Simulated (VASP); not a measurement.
# BP (F-43m) in VASP: a series of runs

BP is run at these levels: PBE+D4, PBE; tasks: single point.

Everything below comes from runs of VASP 6.6.1. Logs are shortened: lines on timing, memory, paths and dates and some standing lists are left out, and cuts for length are marked.

### 1 The cell of the first run

The structure is cubic, space group F-43m (No. 216). Conventional cell: a = 4.504 Å, b = 4.504 Å, c = 4.504 Å, α = 90.00°, β = 90.00°, γ = 90.00°. Within 2.6 Å of P (site symmetry -43m) lie 4 B at 1.95 Å. B (site symmetry -43m) has 4 P at 1.95 Å within 2.6 Å.

### 2 Single point, PBE+D4

INCAR reads:

```
PREC = Accurate
ENCUT = 520
EDIFF = 1E-6
ISMEAR = -1
SIGMA = 0.05
LREAL = F
LASPH = T
NELM = 80
ALGO = Normal
ISIF = 2
LWAVE = F
LCHARG = F
GGA = PE
IVDW = 13
NBANDS = 11
```

KPOINTS reads:

```
regular mesh
0
Gamma
  10 10 10
```

POSCAR reads:

```
BP
1.0
    0.0000000000      2.2521364139      2.2521364139
    2.2521364139      0.0000000000      2.2521364139
    2.2521364139      2.2521364139      0.0000000000
P B
1 1
Direct
    0.7500000000      0.7500000000      0.7500000000
    0.0000000000      0.0000000000      0.0000000000
```

Potentials or basis: VASP PAW PBE potentials, release 64 (P, B).

Launch:

```bash
> cat potpaw_PBE.64/P/POTCAR potpaw_PBE.64/B/POTCAR > POTCAR
> mpirun -np 1 vasp_std > vasp.out
```

OUTCAR:

```text
PREC = Accurate
   ENCUT = 520
   EDIFF = 1E-6
   ISMEAR = -1
   LREAL = F
   LASPH = T
   NELM = 80
   ISIF = 2
   GGA = PE
   IVDW = 13

 ion  position               nearest neighbor table
   1  0.750  0.750  0.750-   2 1.95   2 1.95   2 1.95   2 1.95
   2  0.000  0.000  0.000-   1 1.95   1 1.95   1 1.95   1 1.95

  LATTYP: Found a face centered cubic cell.
 ALAT       =     4.5042728278

  Lattice vectors:

 A1 = (   0.0000000000,   2.2521364139,   2.2521364139)
 A2 = (   2.2521364139,   0.0000000000,   2.2521364139)
 A3 = (   2.2521364139,   2.2521364139,   0.0000000000)

Analysis of symmetry for initial positions (statically):
=====================================================================
 Subroutine PRICEL returns:
 Original cell was already a primitive cell.

 Routine SETGRP: Setting up the symmetry group for a
 face centered cubic supercell.

 Subroutine GETGRP returns: Found 24 space group operations
 (whereof 24 operations were pure point group operations)
 out of a pool of 48 trial point group operations.

The static configuration has the point symmetry T_d .

Analysis of symmetry for dynamics (positions and initial velocities):
=====================================================================
 Subroutine PRICEL returns:
 Original cell was already a primitive cell.

 Routine SETGRP: Setting up the symmetry group for a
 face centered cubic supercell.

 Subroutine GETGRP returns: Found 24 space group operations
 (whereof 24 operations were pure point group operations)
 out of a pool of 48 trial point group operations.

The dynamic configuration has the point symmetry T_d .

 Subroutine INISYM returns: Found 24 space group operations
 (whereof 24 operations are pure point group operations),
 and found     1 'primitive' translations

----------------------------------------------------------------------------------------

                                     Primitive cell

  volume of cell :      22.8462

  direct lattice vectors                    reciprocal lattice vectors
     0.000000000  2.252136414  2.252136414    -0.222011419  0.222011419  0.222011419
     2.252136414  0.000000000  2.252136414     0.222011419 -0.222011419  0.222011419
     2.252136414  2.252136414  0.000000000     0.222011419  0.222011419 -0.222011419

  length of vectors
     3.185001861  3.185001861  3.185001861     0.384535057  0.384535057  0.384535057

  position of ions in fractional coordinates (direct lattice)
     0.750000000  0.750000000  0.750000000
[... 81 lines left out ...]
   NSW    =      0    number of steps for IOM
   IBRION =     -1    ionic relax: 0-MD 1-quasi-New 2-CG
   NFREE  =      0    steps in history (QN), initial steepest desc. (CG)
   ISIF   =      2    stress and relaxation
   ISYM   =      2    0-nonsym 1-usesym 2-fastsym
   POTIM  = 0.5000    time-step for ionic-motion
   TEBEG  =    0.0;   TEEND  =   0.0 temperature during run
   PSTRESS=    0.0 pullay stress
   NELECT =       8.0000    total number of electrons
   NUPDOWN=      -1.0000    fix difference up-down
   EMIN   =  10.00;   EMAX   =-10.00  energy-range for DOS
[... 5 lines left out ...]
     AMIX     =   0.40;   BMIX     =  1.00
     AMIX_MAG =   1.60;   BMIX_MAG =  1.00
  volume/ion in A,a.u.               =      11.42        77.09
  Fermi-wavevector in a.u.,A,eV,Ry     =   1.153896  2.180548 18.115842  1.331477
  Thomas-Fermi vector in A             =   2.290537
   LORBIT       =      0    0 simple, 1 ext, 2 COOP (PROOUT), +10 PAW based schemes
   GGA     = PE    functional components
   LHFCALC =     F    Hartree Fock is set to
   AEXX    =    0.0000 exact exchange contribution
   IVDW    =    13    specifies the selected vdW correction
   LEPSILON=     F    determine dielectric tensor
   LRPA    =     F    only Hartree local field effects (RPA)
 non-spin polarized calculation
  energy-cutoff  :      520.00
  volume of cell :       22.85
 maximum number of plane-waves:       636
   NGX = 11   NGY = 11   NGZ = 11

 number of electron       8.0000001 magnetization

 Free energy of the ion-electron system (eV)
  ---------------------------------------------------
  ext. energy  EPLUGINS =         0.00000000
  ---------------------------------------------------
  free energy    TOTEN  =       -12.92122528 eV

  energy without entropy =      -12.92122521  energy(sigma->0) =      -12.92122525

 E-fermi :   8.2847     XC(G=0): -11.0038

 val. band max:        7.6996730182   @ k =   0.0000   0.0000   0.0000
 cond. band min:       8.9081427507   @ k =   0.4000   0.4000   0.0000
 fundamental gap:      1.2084697325
 Fermi energy:         8.2847330336

 k-point     1 :       0.0000    0.0000    0.0000
  band No.  band energies     occupation
      1      -7.9618      2.00000
      2       7.6997      1.99998
      3       7.6997      1.99998
      4       7.6997      1.99998
      5      11.1343      0.00000
      6      11.1343      0.00000
      7      11.1343      0.00000
      8      15.4172      0.00000
      9      19.3656      0.00000
     10      19.8927      0.00000
     11      19.8927      0.00000
[... 309 lines left out ...]
 k-point    24 :       0.4000    0.3000    0.0000
  band No.  band energies     occupation
      1      -4.9629      2.00000
      2       1.4910      2.00000
      3       3.5674      2.00000
      4       4.1141      2.00000
      5       9.4936      0.00000
      6      11.3161      0.00000
      7      17.3297      0.00000
      8      17.3451      0.00000
      9      21.9648      0.00000
     10      23.0903      0.00000
     11      25.0833      0.00000

 [... further k-points ...]

------------------------ aborting loop because EDIFF is reached ----------------------------------------

  DFT-D4 for vdW energy calculation

  Edisp (eV):   -0.72286

  FORCE on cell =-STRESS in cart. coord.  units (eV):
  Direction    XX          YY          ZZ          XY          YZ          ZX
  --------------------------------------------------------------------------------------
  -------------------------------------------------------------------------------------
  Total      -0.04095    -0.04095    -0.04095     0.00000     0.00000    -0.00000
  in kB      -2.87170    -2.87170    -2.87170     0.00000     0.00000    -0.00000
  external pressure =       -2.87 kB  Pullay stress =        0.00 kB

 VOLUME and BASIS-vectors are now :
 -----------------------------------------------------------------------------
  energy-cutoff  :      520.00
  volume of cell :       22.85
      direct lattice vectors                 reciprocal lattice vectors
     0.000000000  2.252136414  2.252136414    -0.222011419  0.222011419  0.222011419
     2.252136414  0.000000000  2.252136414     0.222011419 -0.222011419  0.222011419
     2.252136414  2.252136414  0.000000000     0.222011419  0.222011419 -0.222011419

 POSITION                                       TOTAL-FORCE (eV/Angst)
 -----------------------------------------------------------------------------------
      3.37820      3.37820      3.37820         0.000000      0.000000      0.000000
      0.00000      0.00000      0.00000        -0.000000     -0.000000     -0.000000
 -----------------------------------------------------------------------------------
    total drift:                               -0.000000     -0.000000     -0.000000

  FREE ENERGIE OF THE ION-ELECTRON SYSTEM (eV)
  ---------------------------------------------------
  free  energy   TOTEN  =       -13.6440870141 eV

  energy  without entropy=      -13.6440869461  energy(sigma->0) =      -13.64408698
```

OSZICAR:

```text
N       E                     dE             d eps       ncg     rms          rms(c)
DAV:   1     0.812253146136E+01    0.81225E+01   -0.40544E+03  1034   0.657E+02
DAV:   2    -0.131380558895E+02   -0.21261E+02   -0.20417E+02  1350   0.110E+02
DAV:   3    -0.136755211073E+02   -0.53747E+00   -0.53650E+00  1320   0.151E+01
DAV:   4    -0.136773762837E+02   -0.18552E-02   -0.18550E-02  1171   0.106E+00
DAV:   5    -0.136773859215E+02   -0.96378E-05   -0.96373E-05  1291   0.752E-02    0.744E+00
DAV:   6    -0.130266481319E+02    0.65074E+00   -0.14534E+00  1172   0.528E+00    0.401E+00
DAV:   7    -0.129287549367E+02    0.97893E-01   -0.25567E-01  1289   0.251E+00    0.136E+00
DAV:   8    -0.129206986498E+02    0.80563E-02   -0.27463E-02  1224   0.955E-01    0.200E-01
DAV:   9    -0.129210194262E+02   -0.32078E-03   -0.71163E-04  1198   0.182E-01    0.131E-01
DAV:  10    -0.129212137360E+02   -0.19431E-03   -0.24377E-04  1166   0.983E-02    0.288E-02
DAV:  11    -0.129212243445E+02   -0.10609E-04   -0.11515E-05  1321   0.225E-02    0.351E-02
DAV:  12    -0.129212252810E+02   -0.93654E-06   -0.45927E-06  1157   0.105E-02
   1 F= -.13644087E+02 E0= -.13644087E+02  d E =-.680082E-07
```

Run time: 6.7 s. Hardware: 1 thread of Intel Xeon 6975P-C, shared host; peak memory 0.14 GiB.

Results:

```
Free energy                : -13.6441 eV
Pressure                   : -0.3 GPa
Band gap on the k mesh     : 1.21 eV, indirect (least direct gap 3.43 eV)
Dispersion energy per atom : -0.361 eV
```

A k mesh can miss the band edges. As with any semilocal functional, this PBE gap is likely too small.

### 3 Single point, PBE

This run uses another cell than the first one, of 11.68 Å³/atom, 1.023 times its volume.

INCAR reads:

```
PREC     = Accurate       # precision mode
ENCUT    = 520            # plane-wave cutoff, eV
EDIFF    = 1E-7           # SCF threshold, eV
ISMEAR   = 0              # smearing method
SIGMA    = 0.011          # smearing width, eV
LREAL    = False          # projectors in reciprocal space
LASPH    = True           # aspherical terms in the spheres
NELM     = 100            # most SCF steps
ALGO     = Normal         # electronic algorithm
ISIF     = 2              # what is computed and relaxed
LWAVE    = False          # write WAVECAR
LCHARG   = False          # write CHGCAR
GGA      = PE             # functional
NBANDS   = 11             # bands
```

KPOINTS is that of step 2.

POSCAR reads:

```
BP
1.0
    0.0000000000      2.2690000000      2.2690000000
    2.2690000000      0.0000000000      2.2690000000
    2.2690000000      2.2690000000      0.0000000000
P B
1 1
Direct
    0.7500000000      0.7500000000      0.7500000000
    0.0000000000      0.0000000000      0.0000000000
```

Potentials or basis: VASP PAW PBE potentials, release 64 (P, B).

Launch:

```bash
> cat potpaw_PBE.64/P/POTCAR potpaw_PBE.64/B/POTCAR > POTCAR
> mpirun -np 1 vasp_std > vasp.out
```

It took 6.2 s on 1 thread of Intel Xeon 6975P-C, shared host; peak memory 0.14 GiB.

The run converged. Its results:

```
Free energy            : -12.9305 eV
Pressure               : 0.9 GPa
Band gap on the k mesh : 1.24 eV, indirect (least direct gap 3.40 eV)
```

Levels at points of the mesh, in eV from the valence-band top:
```csv
k point,band 2,band 3,band 4,band 5,band 6,band 7
"(0.00, 0.00, 0.00)",0.00,0.00,0.00,3.40,3.40,3.40
"(0.50, 0.00, 0.00)",-9.03,-1.76,-1.76,3.78,4.71,4.71
"(0.50, 0.50, 0.00)",-8.58,-4.11,-4.11,1.33,1.66,12.12
```

### 4 Single point, PBE

This run uses another cell than the first one, of 11.76 Å³/atom, 1.030 times its volume.

INCAR reads:

```
  PREC = Accurate
  ENCUT = 520
  EDIFF = 1E-6
  ISMEAR = -1
  SIGMA = 0.05
  LREAL = F
  LASPH = T
  NELM = 80
  ALGO = Normal
  ISIF = 2
  LWAVE = F
  LCHARG = T
  GGA = PE
  LELF = T
  LVHAR = T
  NBANDS = 11
```

KPOINTS reads:

```
Automatic mesh
0
Gamma
  10 10 10
```

POSCAR reads:

```
BP
1.0
    0.0000000000      2.2741517899      2.2741517899
    2.2741517899      0.0000000000      2.2741517899
    2.2741517899      2.2741517899      0.0000000000
P B
1 1
Direct
    0.7500000000      0.7500000000      0.7500000000
    0.0000000000      0.0000000000      0.0000000000
```

Potentials or basis: VASP PAW PBE potentials, release 64 (P, B).

Launch:

```bash
> cat potpaw_PBE.64/P/POTCAR potpaw_PBE.64/B/POTCAR > POTCAR
> mpirun -np 1 vasp_std > vasp.out
```

OUTCAR:

```text
PREC = Accurate
   ENCUT = 520
   EDIFF = 1E-6
   ISMEAR = -1
   LREAL = F
   LASPH = T
   NELM = 80
   ISIF = 2
   GGA = PE

 ion  position               nearest neighbor table
   1  0.750  0.750  0.750-   2 1.97   2 1.97   2 1.97   2 1.97
   2  0.000  0.000  0.000-   1 1.97   1 1.97   1 1.97   1 1.97

  LATTYP: Found a face centered cubic cell.
 ALAT       =     4.5483035798

  Lattice vectors:

[... 509 lines left out ...]
      2       1.2071      2.00000
      3       3.3294      2.00000
      4       3.8585      2.00000
      5       9.1694      0.00000
      6      10.9776      0.00000
      7      16.7819      0.00000
      8      16.7972      0.00000
      9      21.2738      0.00000
     10      22.5759      0.00000
     11      24.3140      0.00000

 [... further k-points ...]
[... 5 lines left out ...]
  --------------------------------------------------------------------------------------
  -------------------------------------------------------------------------------------
  Total       -0.0314371     -0.0314371     -0.0314371     -0.0000000     -0.0000000      0.0000000
  in kB       -2.1412352     -2.1412352     -2.1412352     -0.0000000     -0.0000000      0.0000000
  external PRESSURE =      -2.1412352 kB  Pullay stress =       0.0000000 kB

 VOLUME and BASIS-vectors are now :
 -----------------------------------------------------------------------------
  energy-cutoff  :      520.00
  volume of cell :       23.52
      direct lattice vectors                 reciprocal lattice vectors
     0.000000000  2.274151790  2.274151790    -0.219862193  0.219862193  0.219862193
     2.274151790  0.000000000  2.274151790     0.219862193 -0.219862193  0.219862193
     2.274151790  2.274151790  0.000000000     0.219862193  0.219862193 -0.219862193

 POSITION                                       TOTAL-FORCE (eV/Angst)
 -----------------------------------------------------------------------------------
      3.41123      3.41123      3.41123        -0.000000      0.000000     -0.000000
      0.00000      0.00000      0.00000         0.000000     -0.000000      0.000000
 -----------------------------------------------------------------------------------
    total drift:                               -0.000000     -0.000000     -0.000000

  FREE ENERGIE OF THE ION-ELECTRON SYSTEM (eV)
  ---------------------------------------------------
  free  energy   TOTEN  =       -12.9308977682 eV

  energy  without entropy=      -12.9308977219  energy(sigma->0) =      -12.93089775
```

OSZICAR:

```text
N       E                     dE             d eps       ncg     rms          rms(c)
DAV:   1     0.101024782382E+02    0.10102E+02   -0.38888E+03  1034   0.654E+02
DAV:   2    -0.129774869006E+02   -0.23080E+02   -0.22118E+02  1368   0.111E+02
DAV:   3    -0.136213753732E+02   -0.64389E+00   -0.64231E+00  1283   0.165E+01
DAV:   4    -0.136240160753E+02   -0.26407E-02   -0.26402E-02  1182   0.123E+00
DAV:   5    -0.136240303856E+02   -0.14310E-04   -0.14310E-04  1304   0.899E-02    0.714E+00
DAV:   6    -0.130268563846E+02    0.59717E+00   -0.13715E+00  1163   0.504E+00    0.385E+00
DAV:   7    -0.129381037587E+02    0.88753E-01   -0.22638E-01  1274   0.237E+00    0.132E+00
DAV:   8    -0.129303634109E+02    0.77403E-02   -0.26338E-02  1221   0.926E-01    0.191E-01
DAV:   9    -0.129306890115E+02   -0.32560E-03   -0.71584E-04  1210   0.180E-01    0.121E-01
DAV:  10    -0.129308862325E+02   -0.19722E-03   -0.24794E-04  1151   0.989E-02    0.280E-02
DAV:  11    -0.129308968844E+02   -0.10652E-04   -0.11377E-05  1320   0.223E-02    0.327E-02
DAV:  12    -0.129308978877E+02   -0.10033E-05   -0.45447E-06  1154   0.105E-02    0.136E-02
DAV:  13    -0.129308977682E+02    0.11943E-06   -0.12073E-07   577   0.228E-03
   1 F= -.12930898E+02 E0= -.12930898E+02  d E =-.463196E-07
```

Run time: 6.1 s. Hardware: 1 thread of Intel Xeon 6975P-C, shared host; peak memory 0.13 GiB.

Results:

| Quantity | Value |
| --- | --- |
| Free energy | -12.9309 eV |
| Pressure | -0.2 GPa |
| Band gap on the k mesh | 1.25 eV, indirect (least direct gap 3.39 eV) |

### 5 Single point, PBE

This run uses another cell than the first one, of 10.98 Å³/atom, 0.961 times its volume.

INCAR reads:

```
PREC = Accurate
ENCUT = 520
EDIFF = 1E-7
ISMEAR = -1
SIGMA = 0.05
LREAL = F
LASPH = T
NELM = 80
ALGO = Normal
ISIF = 2
LWAVE = F
LCHARG = F
GGA = PE
NBANDS = 11
```

KPOINTS is that of step 4.

POSCAR reads:

```
BP
1.0
    0.0000000000      2.2226808807      2.2226808807
    2.2226808807      0.0000000000      2.2226808807
    2.2226808807      2.2226808807      0.0000000000
P B
1 1
Direct
    0.7500000000      0.7500000000      0.7500000000
    0.0000000000      0.0000000000      0.0000000000
```

Launch:

```bash
> cat potpaw_PBE.64/P/POTCAR potpaw_PBE.64/B/POTCAR > POTCAR
> mpirun -np 1 vasp_std > vasp.out
```

Wall time 12 s (1 thread of Intel Xeon Platinum 8488C (Sapphire Rapids), shared host); peak memory 0.13 GiB.

It converged, with:

```
Free energy            : -12.8741 eV
Pressure               : 12.4 GPa
Band gap on the k mesh : 1.15 eV, indirect (least direct gap 3.50 eV)
```

Levels at points of the mesh, in eV from the valence-band top:
```csv
k point,band 1,band 2,band 3,band 4,band 5,band 6,band 7,band 8
"(0.00, 0.00, 0.00)",-16.02,0.00,0.00,0.00,3.50,3.50,3.50,8.33
"(0.50, 0.00, 0.00)",-12.46,-9.49,-1.83,-1.83,4.16,4.75,4.75,10.34
"(0.50, 0.50, 0.00)",-10.84,-8.91,-4.34,-4.34,1.21,1.60,12.71,12.71
```

A k mesh can miss the band edges.

### 6 Summary

| level | cell | smearing | gap on the mesh (eV) | pressure (GPa) |
| --- | --- | --- | --- | --- |
| PBE+D4 | a = 3.185 Å, angles 60.0°, 2 atoms | fermi-dirac 0.05 eV | 1.21 | -0.3 |
| PBE | a = 3.209 Å, angles 60.0°, 2 atoms | gaussian 0.011 eV | 1.24 | 0.9 |
| PBE | a = 3.216 Å, angles 60.0°, 2 atoms | fermi-dirac 0.05 eV | 1.25 | -0.2 |
| PBE | a = 3.143 Å, angles 60.0°, 2 atoms | fermi-dirac 0.05 eV | 1.15 | 12.4 |

Alike in all rows: task single point; potentials or basis VASP PAW PBE potentials, release 64 (P, B); no spin polarisation; k mesh 10 × 10 × 10; cutoff (eV) 520.

Total energies depend on the potentials used, so only differences within one code and one set of settings carry meaning.
